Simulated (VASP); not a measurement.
# ZrAl2N3: single point with PBE

ZrAl2N3:

```
Zr Al N
1.0
     2.97700    0.00000    0.00000
    -1.48850    2.57816    0.00000
     0.00000    0.00000   15.81110
Zr Al N
2 4 6
Cartesian
  0.0000 1.7188 11.8583
  1.4885 0.8594 3.9528
  0.0000 1.7188 1.2701
  0.0000 1.7188 6.6354
  1.4885 0.8594 14.5410
  1.4885 0.8594 9.1757
  0.0000 0.0000 10.3972
  0.0000 0.0000 0.0000
  0.0000 0.0000 5.4139
  0.0000 0.0000 13.3195
  0.0000 0.0000 2.4916
  0.0000 0.0000 7.9055
```

| Quantity | Value |
| --- | --- |
| Program | VASP 6.6.1 |
| Task | single point |
| Functional | PBE |
| Potentials or basis | VASP PAW PBE potentials, release 64 (Zr_sv, Al, N) |
| Cutoff | 520 eV |
| k mesh | 6 × 6 × 1 |
| Occupations | gaussian, width 0.1 eV |
| Spin | no spin polarisation |

```
Pressure               : 0.0 GPa
Largest force          : 0.018 eV/Å
Band gap on the k mesh : zero (bands 33 and 34 overlap by 1.04 eV)
```

Forces on the atoms (eV/Å):
```
Zr   0.000  0.000  0.000
Zr   0.000  0.000  0.000
Al   0.000  0.000  0.000
Al   0.000  0.000  0.000
Al   0.000  0.000  0.000
Al   0.000  0.000  0.000
N    0.000  0.000 -0.018
N    0.000  0.000  0.000
N    0.000  0.000  0.018
N    0.000  0.000  0.018
N    0.000  0.000 -0.018
N    0.000  0.000  0.000
```

Levels at points of the mesh, in eV from the Fermi level:
```tsv
k point	band 30	band 31	band 32	band 33	band 34	band 35	band 36	band 37
(0.00, 0.00, 0.00)	-1.46	-1.46	-1.15	0.18	1.34	2.11	2.35	2.88
(0.50, 0.00, 0.00)	-2.66	-2.21	-1.23	-0.31	0.42	1.11	2.09	2.97
```

Run time: 70 s on 1 thread of Intel Xeon 8259CL, on a shared host, peak memory 0.25 GiB.

Caveat: the k points lie up to 0.41 Å⁻¹ apart, too coarse for converged energies and pressures of a metal.
